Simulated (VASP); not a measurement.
# Sn in VASP: a series of runs

The runs below take Sn through electric field gradients, with LDA.

Program: VASP 6.6.1. These are calculated values, not measurements. Logs are shortened: lines on timing, memory, paths and dates and some standing lists are left out, and cuts for length are marked.

## Step 1: The cell of the first run

It takes space group I4_1/amd (No. 141, tetragonal). The conventional cell has a = 4.590 Å, b = 4.590 Å, c = 6.426 Å, α = 90.00°, β = 90.00°, γ = 90.00°. Sn (site symmetry -4m2) has 4 Sn at 2.80 Å within 3.7 Å.

## Step 2: Electric field gradients, LDA (zz strain of -1 %)

File INCAR:

```
SYSTEM = Sn
  ALGO = Normal
  EDIFF = 1E-8
  ENCUT = 520
  ISIF = 2
  ISMEAR = -1
  LASPH = .TRUE.
  LCHARG = .FALSE.
  LEFG = .TRUE.
  LREAL = .FALSE.
  LWAVE = .FALSE.
  NBANDS = 21
  NELM = 60
  PREC = Accurate
  SIGMA = 0.03
```

File KPOINTS:

```
k-points
0
G
  9 9 9
  0 0 0
```

File POSCAR:

```
Sn
1.0
    0.0000000000      3.2456000000      3.2131440000
    3.2456000000      0.0000000000      3.2131440000
    3.2456000000      3.2456000000      0.0000000000
Sn
2
Direct
    0.5000000000      0.5000000000      0.5000000000
    0.7500000000      0.7500000000      0.7500000000
```

Potentials or basis: VASP PAW LDA potentials, release 64 (Sn_d).

Run with:

```console
$ cat potpaw_LDA.64/Sn_d/POTCAR > POTCAR
$ mpirun -np 1 vasp_std > vasp.out
```

OUTCAR:

```text
SYSTEM = Sn
   EDIFF = 1E-8
   ENCUT = 520
   ISIF = 2
   ISMEAR = -1
   LASPH = .TRUE.
   LREAL = .FALSE.
   NELM = 60
   PREC = Accurate

 ion  position               nearest neighbor table
   1  0.500  0.500  0.500-   2 2.80   2 2.80   2 2.80   2 2.80
   2  0.750  0.750  0.750-   1 2.80   1 2.80   1 2.80   1 2.80

  LATTYP: Found a body centered tetragonal cell.
 ALAT       =     4.5899715380
 C/A-ratio  =     1.4000714267

  Lattice vectors:

 A1 = (   0.0000000000,  -3.2456000000,  -3.2131440000)
 A2 = (   0.0000000000,   3.2456000000,  -3.2131440000)
 A3 = (   3.2456000000,   0.0000000000,   3.2131440000)

Analysis of symmetry for initial positions (statically):
=====================================================================
 Subroutine PRICEL returns:
 Original cell was already a primitive cell.

 Routine SETGRP: Setting up the symmetry group for a
 body centered tetragonal supercell.

 Subroutine GETGRP returns: Found 16 space group operations
 (whereof  8 operations were pure point group operations)
 out of a pool of 16 trial point group operations.

The static configuration has the point symmetry D_2d.
 The point group associated with its full space group is D_4h.

Analysis of symmetry for dynamics (positions and initial velocities):
=====================================================================
 Subroutine PRICEL returns:
 Original cell was already a primitive cell.

 Routine SETGRP: Setting up the symmetry group for a
 body centered tetragonal supercell.

 Subroutine GETGRP returns: Found 16 space group operations
 (whereof  8 operations were pure point group operations)
 out of a pool of 16 trial point group operations.

The dynamic configuration has the point symmetry D_2d.
 The point group associated with its full space group is D_4h.

 Subroutine INISYM returns: Found 16 space group operations
 (whereof  8 operations are pure point group operations),
 and found     1 'primitive' translations

----------------------------------------------------------------------------------------

                                     Primitive cell

  volume of cell :      67.6940

  direct lattice vectors                    reciprocal lattice vectors
     0.000000000  3.245600000  3.213144000    -0.154054720  0.154054720  0.155610829
     3.245600000  0.000000000  3.213144000     0.154054720 -0.154054720  0.155610829
     3.245600000  3.245600000  0.000000000     0.154054720  0.154054720 -0.155610829

  length of vectors
     4.567079343  4.567079343  4.589971538     0.267732037  0.267732037  0.267732037

  position of ions in fractional coordinates (direct lattice)
     0.500000000  0.500000000  0.500000000
     0.750000000  0.750000000  0.750000000

  ion indices of the primitive-cell ions
   primitive index   ion index
                 1           1
                 2           2

----------------------------------------------------------------------------------------

 KPOINTS: k-points

Automatic generation of k-mesh.
 Grid dimensions read from file:
 generate k-points for:    9    9    9

 Generating k-lattice:

  Cartesian coordinates                     Fractional coordinates (reciprocal lattice)
    -0.017117191  0.017117191  0.017290092     0.111111111 -0.000000000  0.000000000
     0.017117191 -0.017117191  0.017290092    -0.000000000  0.111111111  0.000000000
     0.017117191  0.017117191 -0.017290092     0.000000000  0.000000000  0.111111111

  Length of vectors
     0.029748004  0.029748004  0.029748004

  Shift w.r.t. Gamma in fractional coordinates (k-lattice)
     0.000000000  0.000000000  0.000000000

 Subroutine IBZKPT returns following result:
 ===========================================

 Found     75 irreducible k-points:

 Following reciprocal coordinates:
            Coordinates               Weight
  0.000000  0.000000  0.000000      1.000000
  0.111111 -0.000000  0.000000      8.000000
  0.222222 -0.000000  0.000000      8.000000
  0.333333 -0.000000  0.000000      8.000000
  0.444444 -0.000000  0.000000      8.000000
  0.111111  0.111111  0.000000      2.000000
[... 16 lines left out ...]
 -0.333333  0.333333  0.000000      4.000000
  0.444444  0.444444  0.000000      2.000000
 [... further k-points ...]
   k-points           NKPTS =     75   k-points in BZ     NKDIM =     75   number of bands    NBANDS=     21
   number of dos      NEDOS =    301   number of ions     NIONS =      2
   total plane-waves  NPLWV =  46656
   dimension x,y,z NGX =    36 NGY =   36 NGZ =   36
   dimension x,y,z NGXF=    72 NGYF=   72 NGZF=   72
   ions per type =               2
   NGX,Y,Z   is equivalent  to a cutoff of  13.10, 13.10, 13.04 a.u.
   NGXF,Y,Z  is equivalent  to a cutoff of  26.21, 26.21, 26.08 a.u.
 SYSTEM =  Sn
   PREC   = accura    normal or accurate (medium, high low for compatibility)
   ISTART =      0    job   : 0-new  1-cont  2-samecut
   ICHARG =      2    charge: 1-file 2-atom 10-const
   ISPIN  =      1    spin polarized calculation?
   LNONCOLLINEAR =      F non collinear calculations
   LSORBIT =      F    spin-orbit coupling
   LASPH  =      T    aspherical Exc in radial PAW
   ENCUT  =  520.0 eV  38.22 Ry    6.18 a.u.   8.49  8.49  8.53*2*pi/ulx,y,z
   NELM   =     60;   NELMIN=  2; NELMDL= -5     # of ELM steps
   EDIFF  = 0.1E-07   stopping-criterion for ELM
   LREAL  =      F    real-space projection
   EDIFFG = 0.1E-06   stopping-criterion for IOM
   NSW    =      0    number of steps for IOM
   IBRION =     -1    ionic relax: 0-MD 1-quasi-New 2-CG
   NFREE  =      0    steps in history (QN), initial steepest desc. (CG)
   ISIF   =      2    stress and relaxation
   ISYM   =      2    0-nonsym 1-usesym 2-fastsym
   POTIM  = 0.5000    time-step for ionic-motion
   TEBEG  =    0.0;   TEEND  =   0.0 temperature during run
   PSTRESS=    0.0 pullay stress
   NELECT =      28.0000    total number of electrons
   NUPDOWN=      -1.0000    fix difference up-down
   EMIN   =  10.00;   EMAX   =-10.00  energy-range for DOS
   EFERMI =   0.00;   METHOD = LEGACY
   ISMEAR =    -1;   SIGMA  =   0.03  broadening in eV -4-tet -1-fermi 0-gaus
   EFERMI_NEDOS =   21; number of points for ismear=-14 and -15
   IALGO  =     38    algorithm
   IMIX   =      4    mixing-type and parameters
     AMIX     =   0.40;   BMIX     =  1.00
     AMIX_MAG =   1.60;   BMIX_MAG =  1.00
  volume/ion in A,a.u.               =      33.85       228.41
  Fermi-wavevector in a.u.,A,eV,Ry     =   1.219769  2.305028 20.243230  1.487835
  Thomas-Fermi vector in A             =   2.355009
   LORBIT       =      0    0 simple, 1 ext, 2 COOP (PROOUT), +10 PAW based schemes
   GGA     = CA    functional components
   LHFCALC =     F    Hartree Fock is set to
   AEXX    =    0.0000 exact exchange contribution
   IVDW    =     0    specifies the selected vdW correction
   LEPSILON=     F    determine dielectric tensor
   LRPA    =     F    only Hartree local field effects (RPA)
 non-spin polarized calculation
  energy-cutoff  :      520.00
  volume of cell :       67.69
 maximum number of plane-waves:      1844
 NGX is ok and might be reduce to    36
   NGX = 17   NGY = 17   NGZ = 17

 number of electron      28.0000006 magnetization

 Free energy of the ion-electron system (eV)
  ---------------------------------------------------
  ext. energy  EPLUGINS =         0.00000000
  ---------------------------------------------------
  free energy    TOTEN  =        -8.93732147 eV

  energy without entropy =       -8.93637362  energy(sigma->0) =       -8.93684755

 E-fermi :   5.3956     XC(G=0):  -9.2340

 val. band max:        5.3387934431   @ k =   0.1111  -0.0000   0.0000
 cond. band min:       5.4022802053   @ k =   0.4444  -0.0000   0.0000
 fundamental gap:      0.0634867622
 Fermi energy:         5.3956419273

 k-point     1 :       0.0000    0.0000    0.0000
  band No.  band energies     occupation
      1     -16.1682      2.00000
      2     -16.1639      2.00000
      3     -16.1639      2.00000
      4     -16.1034      2.00000
      5     -16.1016      2.00000
      6     -15.7846      2.00000
[... 13 lines left out ...]
     20      13.4482      0.00000
     21      13.6065      0.00000

 k-point     2 :       0.1111   -0.0000    0.0000
  band No.  band energies     occupation
      1     -16.1762      2.00000
      2     -16.1731      2.00000
      3     -16.1621      2.00000
      4     -16.0902      2.00000
      5     -16.0888      2.00000
      6     -15.8023      2.00000
[... 13 lines left out ...]
     20      12.6145      0.00000
     21      12.7150      0.00000

 k-point     3 :       0.2222   -0.0000    0.0000
  band No.  band energies     occupation
      1     -16.1904      2.00000
      2     -16.1871      2.00000
      3     -16.1543      2.00000
      4     -16.0671      2.00000
      5     -16.0661      2.00000
      6     -15.8239      2.00000
[... 13 lines left out ...]
     20      12.3014      0.00000
     21      12.3574      0.00000

 k-point     4 :       0.3333   -0.0000    0.0000
  band No.  band energies     occupation
      1     -16.2002      2.00000
      2     -16.1962      2.00000
      3     -16.1449      2.00000
      4     -16.0492      2.00000
      5     -16.0485      2.00000
      6     -15.8383      2.00000
[... 13 lines left out ...]
     20      12.8201      0.00000
     21      12.8292      0.00000

 k-point     5 :       0.4444   -0.0000    0.0000
  band No.  band energies     occupation
      1     -16.2045      2.00000
      2     -16.2000      2.00000
      3     -16.1385      2.00000
      4     -16.0408      2.00000
      5     -16.0404      2.00000
      6     -15.8443      2.00000
[... 13 lines left out ...]
     20      13.8958      0.00000
     21      13.9499      0.00000
[... 382 lines left out ...]
     20      14.8613      0.00000
     21      15.2820      0.00000

 k-point    22 :      -0.4444    0.3333    0.0000
  band No.  band energies     occupation
      1     -16.2368      2.00000
      2     -16.2148      2.00000
      3     -16.0827      2.00000
      4     -15.9903      2.00000
      5     -15.9678      2.00000
      6     -15.9328      2.00000
[... 13 lines left out ...]
     20      14.0568      0.00000
     21      15.8204      0.00000

 k-point    23 :      -0.3333    0.3333    0.0000
  band No.  band energies     occupation
      1     -16.2428      2.00000
      2     -16.2160      2.00000
      3     -16.0755      2.00000
      4     -15.9779      2.00000
      5     -15.9648      2.00000
      6     -15.9400      2.00000
[... 13 lines left out ...]
     20      12.8455      0.00000
     21      16.2113      0.00000

 k-point    24 :       0.4444    0.4444    0.0000
  band No.  band energies     occupation
      1     -16.2141      2.00000
      2     -16.2141      2.00000
      3     -16.1045      2.00000
      4     -16.0426      2.00000
      5     -15.9635      2.00000
      6     -15.9055      2.00000
[... 13 lines left out ...]
     20      15.3325      0.00000
     21      15.6948      0.00000

 [... further k-points ...]
[... 5 lines left out ...]
  --------------------------------------------------------------------------------------
  -------------------------------------------------------------------------------------
  Total       -0.0136890     -0.0136890      0.1206033      0.0000000      0.0000000      0.0000000
  in kB       -0.3239902     -0.3239902      2.8544323      0.0000000      0.0000000      0.0000000
  external PRESSURE =       0.7354839 kB  Pullay stress =       0.0000000 kB

 VOLUME and BASIS-vectors are now :
 -----------------------------------------------------------------------------
  energy-cutoff  :      520.00
  volume of cell :       67.69
      direct lattice vectors                 reciprocal lattice vectors
     0.000000000  3.245600000  3.213144000    -0.154054720  0.154054720  0.155610829
     3.245600000  0.000000000  3.213144000     0.154054720 -0.154054720  0.155610829
     3.245600000  3.245600000  0.000000000     0.154054720  0.154054720 -0.155610829

 POSITION                                       TOTAL-FORCE (eV/Angst)
 -----------------------------------------------------------------------------------
      3.24560      3.24560      3.21314         0.000000      0.000000      0.000000
      4.86840      4.86840      4.81972         0.000000      0.000000     -0.000000
 -----------------------------------------------------------------------------------
    total drift:                                0.000000      0.000000      0.000000

  FREE ENERGIE OF THE ION-ELECTRON SYSTEM (eV)
  ---------------------------------------------------
  free  energy   TOTEN  =        -8.9373214748 eV

  energy  without entropy=       -8.9363736183  energy(sigma->0) =       -8.93684755

 Electric field gradients (V/A^2)
---------------------------------------------------------------------
 ion       V_xx      V_yy      V_zz      V_xy      V_xz      V_yz
---------------------------------------------------------------------
   1      -0.702    -0.702     1.404    -0.000    -0.000    -0.000
   2      -0.702    -0.702     1.404    -0.000    -0.000    -0.000
---------------------------------------------------------------------

 Electric field gradients after diagonalization (V/A^2)
 (convention: |V_zz| > |V_xx| > |V_yy|)
----------------------------------------------------------------------
 ion       V_xx      V_yy      V_zz     asymmetry (V_yy - V_xx)/ V_zz
----------------------------------------------------------------------
   1      -0.702    -0.702     1.404       0.000
   2      -0.702    -0.702     1.404       0.000
----------------------------------------------------------------------

           NMR quadrupolar parameters

 Cq : quadrupolar parameter    Cq=e*Q*V_zz/h
 eta: asymmetry parameters     (V_yy - V_xx)/ V_zz
 Q  : nuclear electric quadrupole moment in mb (millibarn)
----------------------------------------------------------------------
 ion       Cq(MHz)       eta       Q (mb)
----------------------------------------------------------------------
   1       0.003       0.000       1.000
   2       0.003       0.000       1.000
----------------------------------------------------------------------
```

Wall time 68 s (1 thread of Intel Xeon Platinum 8488C (Sapphire Rapids), shared host); peak memory 0.22 GiB.

What came out:

```
Free energy            : -8.9373 eV
Pressure               : 0.1 GPa
Band gap on the k mesh : zero (band 14 reaches 5.53 eV, above the bottom of band 15 at 5.40 eV)
```

Electric field gradients, principal values (V/Å²):
```
atom   least  middle  greatest (by size)
1 Sn  -0.702  -0.702               1.404
2 Sn  -0.702  -0.702               1.404
```

Caveat: the cell differs from its parent crystal (zz strain of -1 %); without QUAD_EFG the Cq values of the log hold for a quadrupole moment of 1 mb, not for the nuclei; spin-orbit coupling is left out, which moves the levels of the heavy elements.

## Step 3: Electric field gradients, LDA (zz strain of +3 %)

File INCAR:

```
ALGO     = Normal         # electronic algorithm
EDIFF    = 1E-8           # SCF threshold, eV
ENCUT    = 520            # plane-wave cutoff, eV
GGA      = CA             # functional
ISIF     = 2              # what is computed and relaxed
ISMEAR   = -1             # smearing method
LASPH    = True           # aspherical terms in the spheres
LCHARG   = False          # write CHGCAR
LEFG     = True         
LREAL    = False          # projectors in reciprocal space
LWAVE    = False          # write WAVECAR
NBANDS   = 21             # bands
NELM     = 80             # most SCF steps
PREC     = Accurate       # precision mode
SIGMA    = 0.03           # smearing width, eV
```

File KPOINTS:

```
k-points
0
Gamma
  9 9 9
```

File POSCAR:

```
Sn
1.0
    0.0000000000      3.2456000000      3.3429680000
    3.2456000000      0.0000000000      3.3429680000
    3.2456000000      3.2456000000      0.0000000000
Sn
2
Direct
    0.5000000000      0.5000000000      0.5000000000
    0.7500000000      0.7500000000      0.7500000000
```

Potentials or basis: VASP PAW LDA potentials, release 64 (Sn_d).

Run with:

```console
$ cat potpaw_LDA.64/Sn_d/POTCAR > POTCAR
$ mpirun -np 1 vasp_std > vasp.out
```

OUTCAR:

```text
EDIFF = 1E-8
   ENCUT = 520
   GGA = CA
   ISIF = 2
   ISMEAR = -1
   LASPH = True
   LREAL = False
   NELM = 80
   PREC = Accurate

 ion  position               nearest neighbor table
   1  0.500  0.500  0.500-   2 2.84   2 2.84   2 2.84   2 2.84
   2  0.750  0.750  0.750-   1 2.84   1 2.84   1 2.84   1 2.84

  LATTYP: Found a body centered tetragonal cell.
 ALAT       =     4.5899715380
 C/A-ratio  =     1.4566399692

  Lattice vectors:

 A1 = (  -3.2456000000,   0.0000000000,   3.3429680000)
 A2 = (   3.2456000000,   0.0000000000,   3.3429680000)
 A3 = (   0.0000000000,   3.2456000000,  -3.3429680000)

[... 788 lines left out ...]
  free  energy   TOTEN  =        -8.9219423617 eV

  energy  without entropy=       -8.9208055996  energy(sigma->0) =       -8.92137398

 Electric field gradients (V/A^2)
---------------------------------------------------------------------
 ion       V_xx      V_yy      V_zz      V_xy      V_xz      V_yz
---------------------------------------------------------------------
   1       3.354     3.354    -6.708     0.002     0.001     0.001
   2       3.354     3.354    -6.708     0.002     0.001     0.001
---------------------------------------------------------------------

 Electric field gradients after diagonalization (V/A^2)
 (convention: |V_zz| > |V_xx| > |V_yy|)
----------------------------------------------------------------------
 ion       V_xx      V_yy      V_zz     asymmetry (V_yy - V_xx)/ V_zz
----------------------------------------------------------------------
   1       3.356     3.352    -6.708       0.000
   2       3.356     3.352    -6.708       0.000
----------------------------------------------------------------------

           NMR quadrupolar parameters

 Cq : quadrupolar parameter    Cq=e*Q*V_zz/h
 eta: asymmetry parameters     (V_yy - V_xx)/ V_zz
 Q  : nuclear electric quadrupole moment in mb (millibarn)
----------------------------------------------------------------------
 ion       Cq(MHz)       eta       Q (mb)
----------------------------------------------------------------------
   1      -0.016       0.000       1.000
   2      -0.016       0.000       1.000
----------------------------------------------------------------------
```

OSZICAR:

```text
N       E                     dE             d eps       ncg     rms          rms(c)
DAV:   1     0.229862739113E+03    0.22986E+03   -0.14801E+04  3195   0.191E+03
DAV:   2     0.167617075518E+02   -0.21310E+03   -0.20891E+03  3165   0.448E+02
DAV:   3    -0.817622383445E+01   -0.24938E+02   -0.24797E+02  3675   0.142E+02
DAV:   4    -0.900953607509E+01   -0.83331E+00   -0.83297E+00  3540   0.293E+01
DAV:   5    -0.903849075792E+01   -0.28955E-01   -0.28954E-01  4656   0.536E+00    0.314E+00
DAV:   6    -0.896009603394E+01    0.78395E-01   -0.36817E-02  4137   0.212E+00    0.177E+00
DAV:   7    -0.892133570175E+01    0.38760E-01   -0.55276E-02  3415   0.207E+00    0.141E-01
DAV:   8    -0.892185621580E+01   -0.52051E-03   -0.51712E-03  3640   0.793E-01    0.510E-02
DAV:   9    -0.892194158751E+01   -0.85372E-04   -0.16480E-04  4161   0.963E-02    0.131E-02
DAV:  10    -0.892194196481E+01   -0.37730E-06   -0.10337E-05  4122   0.339E-02    0.379E-03
DAV:  11    -0.892194236190E+01   -0.39709E-06   -0.97003E-07  3715   0.633E-03    0.107E-03
DAV:  12    -0.892194236167E+01    0.22965E-09   -0.48644E-08  3735   0.186E-03
   1 F= -.89219424E+01 E0= -.89213740E+01  d E =-.113676E-02
```

It took 69 s on 1 thread of Intel Xeon Platinum 8488C (Sapphire Rapids), shared host; peak memory 0.22 GiB.

What came out:

| Property | Result |
| --- | --- |
| Free energy | -8.9219 eV |
| Pressure | -1.5 GPa |
| Band gap on the k mesh | zero (band 14 reaches 5.20 eV, above the bottom of band 15 at 4.90 eV) |

Electric field gradients, principal values (V/Å²):
```csv
atom,least,middle,greatest (by size)
1 Sn,3.352,3.356,-6.708
2 Sn,3.352,3.356,-6.708
```

Caveat: the cell differs from its parent crystal (zz strain of +3 %); without QUAD_EFG the Cq values of the log hold for a quadrupole moment of 1 mb, not for the nuclei; spin-orbit coupling is left out, which moves the levels of the heavy elements.

(Part 1 of 2 ends here.)
